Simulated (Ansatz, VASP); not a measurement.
# Two plane-wave programs on CsCaBr3

The input INCAR:

```
PREC = Accurate
ENCUT = 520
EDIFF = 1E-7
ISMEAR = 0
SIGMA = 0.01
LREAL = False
LASPH = True
NELM = 100
ALGO = Normal
ISIF = 2
LWAVE = False
LCHARG = True
GGA = CA
LELF = True
LVHAR = True
NBANDS = 28
```

The input KPOINTS:

```
Automatic mesh
0
Gamma
  3 3 3
```

Contents of POSCAR:

```
CsCaBr3
1.0
    5.7086660000      0.0000000000      0.0000000000
    0.0000000000      5.7086660000      0.0000000000
    0.0000000000      0.0000000000      5.7086660000
Cs Ca Br
1 1 3
Direct
    0.0000000000      0.0000000000      0.0000000000
    0.5000000000      0.5000000000      0.5000000000
    0.5000000000      0.0000000000      0.5000000000
    0.0000000000      0.5000000000      0.5000000000
    0.5000000000      0.5000000000      0.0000000000
```

Input for Ansatz:

```yaml
crystal:
  lattice:
    - [5.708666, 0.0, 0.0]
    - [0.0, 5.708666, 0.0]
    - [0.0, 0.0, 5.708666]
  atoms:
    - { symbol: Cs, position: [0.0, 0.0, 0.0] }
    - { symbol: Ca, position: [0.5, 0.5, 0.5] }
    - { symbol: Br, position: [0.5, 0.0, 0.5] }
    - { symbol: Br, position: [0.0, 0.5, 0.5] }
    - { symbol: Br, position: [0.5, 0.5, 0.0] }
kpoints:
  mp_grid:
    grid: [3, 3, 3]
  band_path:
    path:
      - [0.3333333333333333, 0.3333333333333333, 0.3333333333333333]
      - [0.2969908368389078, 0.3333333333333333, 0.3333333333333333]
      - [0.3696758298277588, 0.3333333333333333, 0.3333333333333333]
      - [0.3333333333333333, 0.2969908368389078, 0.3333333333333333]
      - [0.3333333333333333, 0.3696758298277588, 0.3333333333333333]
      - [0.3333333333333333, 0.3333333333333333, 0.2969908368389078]
      - [0.3333333333333333, 0.3333333333333333, 0.3696758298277588]
      - [0.3696758298277588, 0.3696758298277588, 0.3333333333333333]
      - [0.3696758298277588, 0.2969908368389078, 0.3333333333333333]
      - [0.2969908368389078, 0.3696758298277588, 0.3333333333333333]
      - [0.2969908368389078, 0.2969908368389078, 0.3333333333333333]
      - [0.3696758298277588, 0.3333333333333333, 0.3696758298277588]
      - [0.3696758298277588, 0.3333333333333333, 0.2969908368389078]
      - [0.2969908368389078, 0.3333333333333333, 0.3696758298277588]
      - [0.2969908368389078, 0.3333333333333333, 0.2969908368389078]
      - [0.3333333333333333, 0.3696758298277588, 0.3696758298277588]
      - [0.3333333333333333, 0.3696758298277588, 0.2969908368389078]
      - [0.3333333333333333, 0.2969908368389078, 0.3696758298277588]
      - [0.3333333333333333, 0.2969908368389078, 0.2969908368389078]
    npoints: 1
hamiltonian:
  xc: lda
scf:
  occupations:
    method: fixed
```

Alike in both runs: task single point; functional LDA; k mesh 3 × 3 × 3; no spin polarisation.

|  | VASP | Ansatz |
| --- | --- | --- |
| version | VASP 6.6.1 | Ansatz 0.2.0 |
| potentials or method | VASP PAW LDA potentials, release 64 (Cs_sv, Ca_sv, Br) | plane waves, PAW |
| plane-wave cutoff (eV) | 520 | 420 |
| occupations | gaussian, width 0.01 eV | fixed |
| valence electrons in the cell | 40 | 40 |

```tsv
	VASP	Ansatz	Ansatz less VASP
gap on the k mesh at the Fermi level (eV)	4.25	4.24	-0.011
```

LDA's correlation is that of Perdew and Zunger in VASP and of Perdew and Wang (1992) in Ansatz.

Spin-orbit coupling is off throughout.
